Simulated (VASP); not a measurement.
# Mo (Fd-3m) in VASP: a series of runs

Mo is run at these levels: RPBE; tasks: single point.

Everything below comes from runs of VASP 6.6.1. Logs are shortened: lines on timing, memory, paths and dates and some standing lists are left out, and cuts for length are marked.

### Step 1. The cell of the first run

Symmetry: Fd-3m, No. 227, cubic system. The conventional cell has a = 5.804 Å, b = 5.804 Å, c = 5.804 Å, α = 90.00°, β = 90.00°, γ = 90.00°. Mo (site symmetry -43m) has 4 Mo at 2.51 Å within 3.3 Å.

This isn't the form of Mo at room conditions, which is bcc.

### Step 2. Single point, RPBE (24.44 Å³/atom)

The input, INCAR:

```
PREC = Accurate
ENCUT = 520
EDIFF = 1E-6
ISMEAR = -1
SIGMA = 0.1
LREAL = False
LASPH = True
NELM = 100
ALGO = Normal
ISIF = 2
LWAVE = False
LCHARG = True
GGA = RP
LELF = True
LVHAR = True
NBANDS = 21
```

The input, KPOINTS:

```
regular mesh
0
Gamma
  11 11 11
```

The input, POSCAR:

```
Mo
1.0
    0.0000000000      2.9021557807      2.9021557807
    2.9021557807      0.0000000000      2.9021557807
    2.9021557807      2.9021557807      0.0000000000
Mo
2
Direct
    0.1250000000      0.1250000000      0.1250000000
    0.8750000000      0.8750000000      0.8750000000
```

Potentials or basis: VASP PAW PBE potentials, release 64 (Mo_sv).

The run is started by

```bash
> cat potpaw_PBE.64/Mo_sv/POTCAR > POTCAR
> mpirun -np 1 vasp_std > vasp.out
```

OUTCAR:

```text
PREC = Accurate
   ENCUT = 520
   EDIFF = 1E-6
   ISMEAR = -1
   LREAL = False
   LASPH = True
   NELM = 100
   ISIF = 2
   GGA = RP

 ion  position               nearest neighbor table
   1  0.125  0.125  0.125-   2 2.51   2 2.51   2 2.51   2 2.51
   2  0.875  0.875  0.875-   1 2.51   1 2.51   1 2.51   1 2.51

  LATTYP: Found a face centered cubic cell.
 ALAT       =     5.8043115614

  Lattice vectors:

 A1 = (   0.0000000000,   2.9021557807,   2.9021557807)
 A2 = (   2.9021557807,   0.0000000000,   2.9021557807)
 A3 = (   2.9021557807,   2.9021557807,   0.0000000000)

Analysis of symmetry for initial positions (statically):
=====================================================================
 Subroutine PRICEL returns:
 Original cell was already a primitive cell.

 Routine SETGRP: Setting up the symmetry group for a
 face centered cubic supercell.

 Subroutine GETGRP returns: Found 48 space group operations
 (whereof 12 operations were pure point group operations)
 out of a pool of 48 trial point group operations.

The static configuration has the point symmetry D_3d.
 The point group associated with its full space group is O_h .

Analysis of symmetry for dynamics (positions and initial velocities):
=====================================================================
 Subroutine PRICEL returns:
 Original cell was already a primitive cell.

 Routine SETGRP: Setting up the symmetry group for a
 face centered cubic supercell.

 Subroutine GETGRP returns: Found 48 space group operations
 (whereof 12 operations were pure point group operations)
 out of a pool of 48 trial point group operations.

The dynamic configuration has the point symmetry D_3d.
 The point group associated with its full space group is O_h .

 Subroutine INISYM returns: Found 48 space group operations
 (whereof 12 operations are pure point group operations),
 and found     1 'primitive' translations

----------------------------------------------------------------------------------------

                                     Primitive cell

  volume of cell :      48.8869

  direct lattice vectors                    reciprocal lattice vectors
     0.000000000  2.902155781  2.902155781    -0.172285721  0.172285721  0.172285721
     2.902155781  0.000000000  2.902155781     0.172285721 -0.172285721  0.172285721
     2.902155781  2.902155781  0.000000000     0.172285721  0.172285721 -0.172285721

  length of vectors
     4.104268065  4.104268065  4.104268065     0.298407622  0.298407622  0.298407622

  position of ions in fractional coordinates (direct lattice)
     0.125000000  0.125000000  0.125000000
     0.875000000  0.875000000  0.875000000

  ion indices of the primitive-cell ions
   primitive index   ion index
                 1           1
                 2           2

----------------------------------------------------------------------------------------

 KPOINTS: regular mesh

Automatic generation of k-mesh.
 Grid dimensions read from file:
 generate k-points for:   11   11   11

 Generating k-lattice:

  Cartesian coordinates                     Fractional coordinates (reciprocal lattice)
    -0.015662338  0.015662338  0.015662338     0.090909091  0.000000000  0.000000000
     0.015662338 -0.015662338  0.015662338     0.000000000  0.090909091  0.000000000
     0.015662338  0.015662338 -0.015662338     0.000000000  0.000000000  0.090909091

  Length of vectors
     0.027127966  0.027127966  0.027127966

  Shift w.r.t. Gamma in fractional coordinates (k-lattice)
     0.000000000  0.000000000  0.000000000

 Subroutine IBZKPT returns following result:
 ===========================================

 Found     56 irreducible k-points:

 Following reciprocal coordinates:
            Coordinates               Weight
  0.000000  0.000000  0.000000      1.000000
  0.090909  0.000000  0.000000      8.000000
  0.181818  0.000000  0.000000      8.000000
  0.272727  0.000000  0.000000      8.000000
  0.363636  0.000000  0.000000      8.000000
  0.454545  0.000000  0.000000      8.000000
[... 16 lines left out ...]
 -0.272727  0.181818  0.000000     24.000000
 -0.181818  0.181818  0.000000     12.000000
 [... further k-points ...]
   k-points           NKPTS =     56   k-points in BZ     NKDIM =     56   number of bands    NBANDS=     21
   number of dos      NEDOS =    301   number of ions     NIONS =      2
   total plane-waves  NPLWV =  32768
   dimension x,y,z NGX =    32 NGY =   32 NGZ =   32
   dimension x,y,z NGXF=    64 NGYF=   64 NGZF=   64
   ions per type =               2
   NGX,Y,Z   is equivalent  to a cutoff of  12.96, 12.96, 12.96 a.u.
   NGXF,Y,Z  is equivalent  to a cutoff of  25.92, 25.92, 25.92 a.u.
 SYSTEM =  unknown system
   PREC   = accura    normal or accurate (medium, high low for compatibility)
   ISTART =      0    job   : 0-new  1-cont  2-samecut
   ICHARG =      2    charge: 1-file 2-atom 10-const
   ISPIN  =      1    spin polarized calculation?
   LNONCOLLINEAR =      F non collinear calculations
   LSORBIT =      F    spin-orbit coupling
   LASPH  =      T    aspherical Exc in radial PAW
   ENCUT  =  520.0 eV  38.22 Ry    6.18 a.u.   7.63  7.63  7.63*2*pi/ulx,y,z
   NELM   =    100;   NELMIN=  2; NELMDL= -5     # of ELM steps
   EDIFF  = 0.1E-05   stopping-criterion for ELM
   LREAL  =      F    real-space projection
   EDIFFG = 0.1E-04   stopping-criterion for IOM
   NSW    =      0    number of steps for IOM
   IBRION =     -1    ionic relax: 0-MD 1-quasi-New 2-CG
   NFREE  =      0    steps in history (QN), initial steepest desc. (CG)
   ISIF   =      2    stress and relaxation
   ISYM   =      2    0-nonsym 1-usesym 2-fastsym
   POTIM  = 0.5000    time-step for ionic-motion
   TEBEG  =    0.0;   TEEND  =   0.0 temperature during run
   PSTRESS=    0.0 pullay stress
   NELECT =      28.0000    total number of electrons
   NUPDOWN=      -1.0000    fix difference up-down
   EMIN   =  10.00;   EMAX   =-10.00  energy-range for DOS
   EFERMI =   0.00;   METHOD = LEGACY
   ISMEAR =    -1;   SIGMA  =   0.10  broadening in eV -4-tet -1-fermi 0-gaus
   EFERMI_NEDOS =   21; number of points for ismear=-14 and -15
   IALGO  =     38    algorithm
   IMIX   =      4    mixing-type and parameters
     AMIX     =   0.40;   BMIX     =  1.00
     AMIX_MAG =   1.60;   BMIX_MAG =  1.00
  volume/ion in A,a.u.               =      24.44       164.95
  Fermi-wavevector in a.u.,A,eV,Ry     =   1.359555  2.569186 25.148871  1.848390
  Thomas-Fermi vector in A             =   2.486293
   LORBIT       =      0    0 simple, 1 ext, 2 COOP (PROOUT), +10 PAW based schemes
   GGA     = RP    functional components
   LHFCALC =     F    Hartree Fock is set to
   AEXX    =    0.0000 exact exchange contribution
   IVDW    =     0    specifies the selected vdW correction
   LEPSILON=     F    determine dielectric tensor
   LRPA    =     F    only Hartree local field effects (RPA)
 non-spin polarized calculation
  energy-cutoff  :      520.00
  volume of cell :       48.89
 maximum number of plane-waves:      1363
   NGX = 15   NGY = 15   NGZ = 15

 number of electron      27.9999995 magnetization

 Free energy of the ion-electron system (eV)
  ---------------------------------------------------
  ext. energy  EPLUGINS =         0.00000000
  ---------------------------------------------------
  free energy    TOTEN  =       -16.41038073 eV

  energy without entropy =      -16.31171350  energy(sigma->0) =      -16.36104712

 E-fermi :   6.2923     XC(G=0): -10.4603

 val. band max:        6.2879694411   @ k =   0.3636   0.1818   0.0000
 cond. band min:       6.3103678873   @ k =  -0.2727   0.2727   0.0000
 fundamental gap:      0.0223984462
 Fermi energy:         6.2923418665

 k-point     1 :       0.0000    0.0000    0.0000
  band No.  band energies     occupation
      1     -54.1134      2.00000
      2     -53.5630      2.00000
      3     -28.4749      2.00000
      4     -28.4749      2.00000
      5     -28.4749      2.00000
      6     -27.5305      2.00000
[... 13 lines left out ...]
     20      17.5004      0.00000
     21      18.1979      0.00000

 k-point     2 :       0.0909    0.0000    0.0000
  band No.  band energies     occupation
      1     -54.1053      2.00000
      2     -53.5715      2.00000
      3     -28.4844      2.00000
      4     -28.4844      2.00000
      5     -28.4739      2.00000
      6     -27.5318      2.00000
[... 13 lines left out ...]
     20      16.7816      0.00000
     21      18.1949      0.00000

 k-point     3 :       0.1818    0.0000    0.0000
  band No.  band energies     occupation
      1     -54.0822      2.00000
      2     -53.5958      2.00000
      3     -28.5090      2.00000
      4     -28.5090      2.00000
      5     -28.4715      2.00000
      6     -27.5349      2.00000
[... 13 lines left out ...]
     20      15.7432      0.00000
     21      16.7203      0.00000

 k-point     4 :       0.2727    0.0000    0.0000
  band No.  band energies     occupation
      1     -54.0478      2.00000
      2     -53.6317      2.00000
      3     -28.5393      2.00000
      4     -28.5393      2.00000
      5     -28.4690      2.00000
      6     -27.5382      2.00000
[... 13 lines left out ...]
     20      13.9045      0.00000
     21      16.1291      0.00000

 k-point     5 :       0.3636    0.0000    0.0000
  band No.  band energies     occupation
      1     -54.0099      2.00000
      2     -53.6710      2.00000
      3     -28.5657      2.00000
      4     -28.5657      2.00000
      5     -28.4674      2.00000
      6     -27.5404      2.00000
[... 13 lines left out ...]
     20      12.1095      0.00000
     21      15.9313      0.00000
[... 382 lines left out ...]
     20      10.6975      0.00000
     21      14.1517      0.00000

 k-point    22 :      -0.3636    0.1818    0.0000
  band No.  band energies     occupation
      1     -53.9626      2.00000
      2     -53.7196      2.00000
      3     -28.6703      2.00000
      4     -28.5958      2.00000
      5     -28.3291      2.00000
      6     -27.6751      2.00000
[... 13 lines left out ...]
     20      11.2431      0.00000
     21      13.9776      0.00000

 k-point    23 :      -0.2727    0.1818    0.0000
  band No.  band energies     occupation
      1     -53.9971      2.00000
      2     -53.6842      2.00000
      3     -28.6484      2.00000
      4     -28.5681      2.00000
      5     -28.3627      2.00000
      6     -27.6418      2.00000
[... 13 lines left out ...]
     20      12.7116      0.00000
     21      14.1413      0.00000

 k-point    24 :      -0.1818    0.1818    0.0000
  band No.  band energies     occupation
      1     -54.0347      2.00000
      2     -53.6453      2.00000
      3     -28.6076      2.00000
      4     -28.5379      2.00000
      5     -28.4046      2.00000
      6     -27.6009      2.00000
[... 13 lines left out ...]
     20      14.4615      0.00000
     21      14.6788      0.00000

 [... further k-points ...]

------------------------ aborting loop because EDIFF is reached ----------------------------------------

  FORCE on cell =-STRESS in cart. coord.  units (eV):
  Direction    XX          YY          ZZ          XY          YZ          ZX
  --------------------------------------------------------------------------------------
  -------------------------------------------------------------------------------------
  Total       -1.0292892     -1.0292892     -1.0292892     -0.0000000     -0.0000000     -0.0000000
  in kB      -33.7330695    -33.7330695    -33.7330695     -0.0000000     -0.0000000     -0.0000000
  external PRESSURE =     -33.7330695 kB  Pullay stress =       0.0000000 kB

 VOLUME and BASIS-vectors are now :
 -----------------------------------------------------------------------------
  energy-cutoff  :      520.00
  volume of cell :       48.89
      direct lattice vectors                 reciprocal lattice vectors
     0.000000000  2.902155781  2.902155781    -0.172285721  0.172285721  0.172285721
     2.902155781  0.000000000  2.902155781     0.172285721 -0.172285721  0.172285721
     2.902155781  2.902155781  0.000000000     0.172285721  0.172285721 -0.172285721

 POSITION                                       TOTAL-FORCE (eV/Angst)
 -----------------------------------------------------------------------------------
      0.72554      0.72554      0.72554         0.000000      0.000000      0.000000
      5.07877      5.07877      5.07877        -0.000000     -0.000000     -0.000000
 -----------------------------------------------------------------------------------
    total drift:                                0.000000      0.000000     -0.000000

  FREE ENERGIE OF THE ION-ELECTRON SYSTEM (eV)
  ---------------------------------------------------
  free  energy   TOTEN  =       -16.4103807311 eV

  energy  without entropy=      -16.3117135047  energy(sigma->0) =      -16.36104712
```

Run time: 71 s. Hardware: 1 thread of Intel Xeon 8259CL, shared host; peak memory 0.2 GiB.

What came out:

| Property | Result |
| --- | --- |
| Free energy | -16.4104 eV |
| Pressure | -3.4 GPa |
| Band gap on the k mesh | zero (bands 14 and 15 overlap by 0.47 eV) |

Levels at points of the mesh, in eV from the Fermi level:
| k point | band 10 | band 11 | band 12 | band 13 | band 14 | band 15 | band 16 | band 17 | band 18 | band 19 |
| --- | --- | --- | --- | --- | --- | --- | --- | --- | --- | --- |
| (0.00, 0.00, 0.00) | -1.95 | -1.95 | -1.24 | -1.24 | -1.24 | 1.27 | 1.27 | 1.27 | 4.06 | 4.06 |

Caveat: the cell stands under tension; the PAW data sets were made with another functional, which shifts forces and pressure a little.

(Part 1 of 3 ends here.)
